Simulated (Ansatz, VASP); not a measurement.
**Te in VASP and in Ansatz**

```
CELL_PARAMETERS angstrom
4.17517 0.00000 0.00000
-2.08759 3.61580 0.00000
0.00000 0.00000 8.89855
ATOMIC_POSITIONS crystal
Te 0.00000 0.00000 0.00000
Te 0.00000 0.00000 0.50000
Te 0.33333 0.66667 0.25000
Te 0.66667 0.33333 0.75000
```

Alike in both runs: task single point; functional PBEsol; k mesh 10 × 10 × 4; occupations fermi-dirac, width 0.1 eV; no spin polarisation.

|  | VASP | Ansatz |
| --- | --- | --- |
| version | VASP 6.6.1 | Ansatz 0.2.0 |
| potentials or method | VASP PAW PBE potentials, release 64 (Te), cutoff 520 eV | plane waves (420 eV) with PAW, scalar-relativistic |
| valence electrons in the cell | 24 | 64 |

```csv
,VASP,Ansatz,Ansatz less VASP
pressure (GPa),-5.1,-5.1,0.00
"traceless stress, the component that is largest in VASP (GPa)",-2.00,-2.01,-0.012
```

VASP's potentials were made for PBE, not for PBEsol, and Ansatz warns of the same on its side. The functional is the same, so the differences come from potentials, cutoffs and numerics. VASP's potentials hold 24 valence electrons a cell and Ansatz's 64, so a difference there can come from the potentials and not from the codes.

Neither program's run includes spin-orbit coupling.
